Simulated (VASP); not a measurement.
# RbBr (Pm-3m) in VASP: relaxation of cell and atoms with PBEsol

Aim: the relaxation of cell and atoms of RbBr with PBEsol.

Everything below comes from runs of VASP 6.6.1. Logs are shortened: lines on timing, memory, paths and dates and some standing lists are left out, and cuts for length are marked.

## 1. The cell of the first run

The structure is cubic, space group Pm-3m (No. 221). Conventional cell: a = 4.073 Å, b = 4.073 Å, c = 4.073 Å, α = 90.00°, β = 90.00°, γ = 90.00°. Rb (site symmetry m-3m) has 8 Br at 3.53 Å and 6 Rb at 4.07 Å within 4.6 Å. Within 4.6 Å of Br (site symmetry m-3m) lie 8 Rb at 3.53 Å and 6 Br at 4.07 Å.

## 2. Relaxation of cell and atoms, PBEsol, target pressure 42 GPa, at which the enthalpy is minimised

Contents of INCAR:

```
ALGO     = Normal         # electronic algorithm
EDIFF    = 1E-7           # SCF threshold, eV
EDIFFG   = -0.001         # ionic threshold
ENCUT    = 500            # plane-wave cutoff, eV
GGA      = PS             # functional
GGA_COMPAT= False        
IBRION   = 2              # ionic algorithm
ISIF     = 3              # what is computed and relaxed
ISMEAR   = 0              # smearing method
LASPH    = True           # aspherical terms in the spheres
LCHARG   = False          # write CHGCAR
LREAL    = False          # projectors in reciprocal space
LWAVE    = False          # write WAVECAR
NELM     = 120            # most SCF steps
NELMIN   = 4            
NSW      = 80             # ionic steps
PREC     = Accurate       # precision mode
PSTRESS  = 420.0        
SIGMA    = 0.01           # smearing width, eV
```

Contents of KPOINTS:

```
k-points
0
Gamma
  6 6 6
```

Contents of POSCAR:

```
RbBr
1.0
    4.0730227173      0.0000000000      0.0000000000
    0.0000000000      4.0730227173      0.0000000000
    0.0000000000      0.0000000000      4.0730227173
Rb Br
1 1
Direct
    0.0000000000      0.0000000000      0.0000000000
    0.5000000000      0.5000000000      0.5000000000
```

Potentials or basis: VASP PAW PBE potentials, release 64 (Rb_sv, Br).

On the command line:

```
cat potpaw_PBE.64/Rb_sv/POTCAR potpaw_PBE.64/Br/POTCAR > POTCAR
mpirun -np 1 vasp_std > vasp.out
```

OUTCAR:

```text
EDIFF = 1E-7
   EDIFFG = -0.001
   ENCUT = 500
   GGA = PS
   IBRION = 2
   ISIF = 3
   ISMEAR = 0
   LASPH = True
   LREAL = False
   NELM = 120
   NELMIN = 4
   NSW = 80
   PREC = Accurate
   PSTRESS = 420.0

 ion  position               nearest neighbor table
   1  0.000  0.000  0.000-   2 3.53   2 3.53   2 3.53   2 3.53   2 3.53   2 3.53   2 3.53   2 3.53

   2  0.500  0.500  0.500-   1 3.53   1 3.53   1 3.53   1 3.53   1 3.53   1 3.53   1 3.53   1 3.53

  LATTYP: Found a simple cubic cell.
 ALAT       =     4.0730227173

  Lattice vectors:

 A1 = (   4.0730227173,   0.0000000000,   0.0000000000)
 A2 = (   0.0000000000,   4.0730227173,   0.0000000000)
 A3 = (   0.0000000000,   0.0000000000,   4.0730227173)

Analysis of symmetry for initial positions (statically):
=====================================================================
 Subroutine PRICEL returns:
 Original cell was already a primitive cell.

 Routine SETGRP: Setting up the symmetry group for a
 simple cubic supercell.

 Subroutine GETGRP returns: Found 48 space group operations
 (whereof 48 operations were pure point group operations)
 out of a pool of 48 trial point group operations.

The static configuration has the point symmetry O_h .

Analysis of symmetry for dynamics (positions and initial velocities):
=====================================================================
 Subroutine PRICEL returns:
 Original cell was already a primitive cell.

 Routine SETGRP: Setting up the symmetry group for a
 simple cubic supercell.

 Subroutine GETGRP returns: Found 48 space group operations
 (whereof 48 operations were pure point group operations)
 out of a pool of 48 trial point group operations.

The dynamic configuration has the point symmetry O_h .

 Subroutine INISYM returns: Found 48 space group operations
 (whereof 48 operations are pure point group operations),
 and found     1 'primitive' translations

----------------------------------------------------------------------------------------

                                     Primitive cell

  volume of cell :      67.5695

  direct lattice vectors                    reciprocal lattice vectors
     4.073022717  0.000000000  0.000000000     0.245517904  0.000000000  0.000000000
     0.000000000  4.073022717  0.000000000     0.000000000  0.245517904  0.000000000
     0.000000000  0.000000000  4.073022717     0.000000000  0.000000000  0.245517904

  length of vectors
     4.073022717  4.073022717  4.073022717     0.245517904  0.245517904  0.245517904

  position of ions in fractional coordinates (direct lattice)
     0.000000000  0.000000000  0.000000000
     0.500000000  0.500000000  0.500000000

  ion indices of the primitive-cell ions
   primitive index   ion index
                 1           1
                 2           2

----------------------------------------------------------------------------------------

 KPOINTS: k-points

Automatic generation of k-mesh.
 Grid dimensions read from file:
 generate k-points for:    6    6    6

 Generating k-lattice:

  Cartesian coordinates                     Fractional coordinates (reciprocal lattice)
     0.040919651  0.000000000  0.000000000     0.166666667  0.000000000  0.000000000
     0.000000000  0.040919651  0.000000000     0.000000000  0.166666667  0.000000000
     0.000000000  0.000000000  0.040919651     0.000000000  0.000000000  0.166666667

  Length of vectors
     0.040919651  0.040919651  0.040919651

  Shift w.r.t. Gamma in fractional coordinates (k-lattice)
     0.000000000  0.000000000  0.000000000

 Subroutine IBZKPT returns following result:
 ===========================================

 Found     20 irreducible k-points:

 Following reciprocal coordinates:
            Coordinates               Weight
  0.000000  0.000000  0.000000      1.000000
  0.166667  0.000000  0.000000      6.000000
  0.333333  0.000000  0.000000      6.000000
  0.500000  0.000000  0.000000      3.000000
  0.166667  0.166667  0.000000     12.000000
  0.333333  0.166667  0.000000     24.000000
[... 12 lines left out ...]
  0.500000  0.500000  0.333333      6.000000
  0.500000  0.500000  0.500000      1.000000
   k-points           NKPTS =     20   k-points in BZ     NKDIM =     20   number of bands    NBANDS=     12
   number of dos      NEDOS =    301   number of ions     NIONS =      2
   total plane-waves  NPLWV =  27000
   dimension x,y,z NGX =    30 NGY =   30 NGZ =   30
   dimension x,y,z NGXF=    60 NGYF=   60 NGZF=   60
   ions per type =               1   1
   NGX,Y,Z   is equivalent  to a cutoff of  12.24, 12.24, 12.24 a.u.
   NGXF,Y,Z  is equivalent  to a cutoff of  24.49, 24.49, 24.49 a.u.
 SYSTEM =  unknown system
   PREC   = accura    normal or accurate (medium, high low for compatibility)
   ISTART =      0    job   : 0-new  1-cont  2-samecut
   ICHARG =      2    charge: 1-file 2-atom 10-const
   ISPIN  =      1    spin polarized calculation?
   LNONCOLLINEAR =      F non collinear calculations
   LSORBIT =      F    spin-orbit coupling
   LASPH  =      T    aspherical Exc in radial PAW
   ENCUT  =  500.0 eV  36.75 Ry    6.06 a.u.   7.43  7.43  7.43*2*pi/ulx,y,z
   NELM   =    120;   NELMIN=  4; NELMDL= -5     # of ELM steps
   EDIFF  = 0.1E-06   stopping-criterion for ELM
   LREAL  =      F    real-space projection
   EDIFFG = -.1E-02   stopping-criterion for IOM
   NSW    =     80    number of steps for IOM
   IBRION =      2    ionic relax: 0-MD 1-quasi-New 2-CG
   NFREE  =      1    steps in history (QN), initial steepest desc. (CG)
   ISIF   =      3    stress and relaxation
   ISYM   =      2    0-nonsym 1-usesym 2-fastsym
   POTIM  = 0.5000    time-step for ionic-motion
   TEBEG  =    0.0;   TEEND  =   0.0 temperature during run
   PSTRESS=  420.0 pullay stress
   NELECT =      16.0000    total number of electrons
   NUPDOWN=      -1.0000    fix difference up-down
   EMIN   =  10.00;   EMAX   =-10.00  energy-range for DOS
   EFERMI =   0.00;   METHOD = LEGACY
   ISMEAR =     0;   SIGMA  =   0.01  broadening in eV -4-tet -1-fermi 0-gaus
   EFERMI_NEDOS =   21; number of points for ismear=-14 and -15
   IALGO  =     38    algorithm
   IMIX   =      4    mixing-type and parameters
     AMIX     =   0.40;   BMIX     =  1.00
     AMIX_MAG =   1.60;   BMIX_MAG =  1.00
  volume/ion in A,a.u.               =      33.78       227.99
  Fermi-wavevector in a.u.,A,eV,Ry     =   1.012818  1.913948 13.956855  1.025800
  Thomas-Fermi vector in A             =   2.145950
   LORBIT       =      0    0 simple, 1 ext, 2 COOP (PROOUT), +10 PAW based schemes
   GGA     = PS    functional components
   LHFCALC =     F    Hartree Fock is set to
   AEXX    =    0.0000 exact exchange contribution
   IVDW    =     0    specifies the selected vdW correction
   LEPSILON=     F    determine dielectric tensor
   LRPA    =     F    only Hartree local field effects (RPA)
 conjugate gradient relaxation of ions
 non-spin polarized calculation
 Gauss-broadening in eV      SIGMA  =   0.01
  energy-cutoff  :      500.00
  volume of cell :       67.57
 maximum number of plane-waves:      1743
 NGX is ok and might be reduce to    30
   NGX = 15   NGY = 15   NGZ = 15

--------------------------------------- Ionic step        1  -------------------------------------------

 number of electron      15.9999999 magnetization

 Free energy of the ion-electron system (eV)
  ---------------------------------------------------
  ext. energy  EPLUGINS =         0.00000000
  ---------------------------------------------------
  free energy    TOTEN  =        -6.30096414 eV

  energy without entropy =       -6.30096414  energy(sigma->0) =       -6.30096414

 E-fermi :  -0.4647     XC(G=0):  -8.2906

 val. band max:       -0.5788709333   @ k =   0.5000   0.5000   0.0000
 cond. band min:       3.4538323451   @ k =   0.0000   0.0000   0.0000
 fundamental gap:      4.0327032784
 Fermi energy:        -0.4647047986

 k-point     1 :       0.0000    0.0000    0.0000
  band No.  band energies     occupation
      1     -25.5542      2.00000
      2     -13.2835      2.00000
      3      -9.5403      2.00000
      4      -9.5403      2.00000
      5      -9.5403      2.00000
      6      -0.7369      2.00000
      7      -0.7369      2.00000
      8      -0.7369      2.00000
      9       3.4538      0.00000
     10       4.8299      0.00000
     11       4.8299      0.00000
     12       9.4259      0.00000
[... 318 lines left out ...]
  enthalpy is  TOTEN    =        11.4119168657 eV   P V=       17.7128810076

--------------------------------------- Ionic step        2  -------------------------------------------

 number of electron      16.0000000 magnetization

 E-fermi :  24.2001     XC(G=0): -17.2063

 val. band max:       23.6318252645   @ k =   0.3333   0.1667   0.1667
 cond. band min:      24.2048889314   @ k =   0.3333   0.1667   0.0000
 fundamental gap:      0.5730636669
 Fermi energy:        24.2001195686

 k-point     1 :       0.0000    0.0000    0.0000
  band No.  band energies     occupation
      1     -18.4900      2.00000
      2       6.5308      2.00000
      3       6.5308      2.00000
      4       6.5308      2.00000
      5       9.4191      2.00000
      6      15.3605      2.00000
      7      15.3605      2.00000
      8      30.1131      0.00000
      9      30.1131      0.00000
     10      30.1131      0.00000
     11      35.0615      0.00000
     12      35.0615      0.00000
[... 350 lines left out ...]
  FREE ENERGIE OF THE ION-ELECTRON SYSTEM (eV)
  ---------------------------------------------------
  free  energy   TOTEN  =        -5.4844593669 eV

  energy  without entropy=       -5.4844593669  energy(sigma->0) =       -5.48445937

  enthalpy is  TOTEN    =         6.5713670709 eV   P V=       12.0558264378

[... ionic steps 4 to 20 ...]

--------------------------------------- Ionic step       21  -------------------------------------------

 number of electron      15.9999999 magnetization

------------------------ aborting loop because EDIFF is reached ----------------------------------------

  FORCE on cell =-STRESS in cart. coord.  units (eV):
  Direction    XX          YY          ZZ          XY          YZ          ZX
  --------------------------------------------------------------------------------------
  -------------------------------------------------------------------------------------
  Total        9.9730585      9.9730585      9.9730585     -0.0000000      0.0000000      0.0000000
  in kB      419.3294274    419.3294274    419.3294274     -0.0000000      0.0000000      0.0000000
  external PRESSURE =      -0.6705726 kB  Pullay stress =     420.0000000 kB
[... 61 lines left out ...]
  enthalpy is  TOTEN    =         5.8880241778 eV   P V=        9.9782255343

--------------------------------------- Ionic step       23  -------------------------------------------

 number of electron      15.9999999 magnetization

 Free energy of the ion-electron system (eV)
  ---------------------------------------------------
  ext. energy  EPLUGINS =         0.00000000
  ---------------------------------------------------
  free energy    TOTEN  =        -4.09718972 eV

  energy without entropy =       -4.09718972  energy(sigma->0) =       -4.09718972

 E-fermi :   3.9090     XC(G=0): -11.0385

 val. band max:        3.8401545328   @ k =   0.0000   0.0000   0.0000
 cond. band min:       7.3042141224   @ k =   0.0000   0.0000   0.0000
 fundamental gap:      3.4640595896
 Fermi energy:         3.9089756678

 k-point     1 :       0.0000    0.0000    0.0000
  band No.  band energies     occupation
      1     -21.5629      2.00000
      2     -10.5265      2.00000
      3      -5.2161      2.00000
      4      -5.2161      2.00000
      5      -5.2161      2.00000
      6       3.8402      2.00000
      7       3.8402      2.00000
      8       3.8402      2.00000
      9       7.3042      0.00000
     10       7.3042      0.00000
     11      11.3502      0.00000
     12      14.8860      0.00000
[... 312 lines left out ...]
  FREE ENERGIE OF THE ION-ELECTRON SYSTEM (eV)
  ---------------------------------------------------
  free  energy   TOTEN  =        -4.0971897243 eV

  energy  without entropy=       -4.0971897243  energy(sigma->0) =       -4.09718972

  enthalpy is  TOTEN    =         5.8880144513 eV   P V=        9.9852041757

 reached required accuracy - stopping structural energy minimisation
```

It took 4.2 min on 1 thread of Intel Xeon 8259CL, shared host; peak memory 0.19 GiB.

Results:

- Free energy: -4.0972 eV
- Relaxed volume: 19.05 Å³/atom
- Relaxed cell: a = 3.365 Å, b = 3.365 Å, c = 3.365 Å, α = 90.00°, β = 90.00°, γ = 90.00°
- Space group after relaxing (to 0.1 Å): Pm-3m (No. 221)
- Energy change on relaxing (the run minimises the enthalpy): +1101.9 meV/atom
- Ionic steps: 23
- Pressure after relaxing: 42.0 GPa
- Band gap on the k mesh: 3.46 eV

The path:
| step | energy change (eV) | largest force (eV/Å) | pressure (GPa) | volume (Å³) |
| --- | --- | --- | --- | --- |
| 1 | 0.0000 | 0.0000 | 0.04 | 67.57 |
| 2 | 52.3971 | 0.0000 | 1362.03 | 12.72 |
| 3 | 0.8165 | 0.0000 | 17.71 | 45.99 |
| 4 | 1.1991 | 0.0000 | 24.43 | 43.06 |
| 5 | 2.3487 | 0.0000 | 44.56 | 37.55 |
| 6 | 2.1887 | 0.0000 | 41.73 | 38.15 |
| 7 | 2.1888 | 0.0000 | 41.74 | 38.15 |
| 8 | 2.1892 | 0.0000 | 41.74 | 38.15 |
| 9 | 2.1892 | 0.0000 | 41.74 | 38.15 |
| 10 | 2.1892 | 0.0000 | 41.74 | 38.15 |
| 11 | 2.1892 | 0.0000 | 41.74 | 38.15 |
| 12 | 2.1893 | 0.0000 | 41.74 | 38.15 |
| 13 | 2.1893 | 0.0000 | 41.74 | 38.15 |
| 14 | 2.1893 | 0.0000 | 41.75 | 38.15 |
| 15 | 2.1894 | 0.0000 | 41.75 | 38.15 |
| 16 | 2.1896 | 0.0000 | 41.75 | 38.15 |
| 17 | 2.1899 | 0.0000 | 41.76 | 38.14 |
| 18 | 2.1906 | 0.0000 | 41.77 | 38.14 |
| 19 | 2.1919 | 0.0000 | 41.79 | 38.14 |
| 20 | 2.1946 | 0.0000 | 41.84 | 38.13 |
| 21 | 2.2000 | 0.0000 | 41.93 | 38.11 |
| 22 | 2.2108 | 0.0000 | 42.12 | 38.06 |
| 23 | 2.2038 | 0.0000 | 42.00 | 38.09 |

Final structure:
```cif
data_structure
_symmetry_space_group_name_H-M 'P 1'
_symmetry_Int_Tables_number 1
_cell_length_a 3.3646
_cell_length_b 3.3646
_cell_length_c 3.3646
_cell_angle_alpha 90.000
_cell_angle_beta 90.000
_cell_angle_gamma 90.000
_cell_volume 38.09
loop_
_atom_site_label
_atom_site_type_symbol
_atom_site_fract_x
_atom_site_fract_y
_atom_site_fract_z
_atom_site_occupancy
Rb1 Rb 0.00000 0.00000 0.00000 1
Br1 Br 0.50000 0.50000 0.50000 1
```

Levels at points of the mesh, in eV from the valence-band top:
```
           k point  band 4  band 5  band 6  band 7  band 8  band 9  band 10  band 11  band 12
(0.00, 0.00, 0.00)   -9.06   -9.06    0.00    0.00    0.00    3.46     3.46     7.51    11.05
(0.50, 0.00, 0.00)   -8.62   -8.62   -4.09   -1.03   -1.03    5.79     7.77    10.65    11.10
(0.50, 0.50, 0.00)  -10.85   -8.40   -1.55   -1.55   -0.17    4.66     6.27     7.46     7.46
(0.50, 0.50, 0.50)  -10.03  -10.03   -4.05   -4.05   -4.05   10.86    10.86    10.86    13.06
```

Caveat: the cell is relaxed towards a set pressure, so the run minimises the enthalpy, not the energy; the volume moved by over 15 % at a fixed basis, so the end points are rough; the PAW data sets were made with another functional, which shifts forces and pressure a little. A k mesh can miss the band edges.
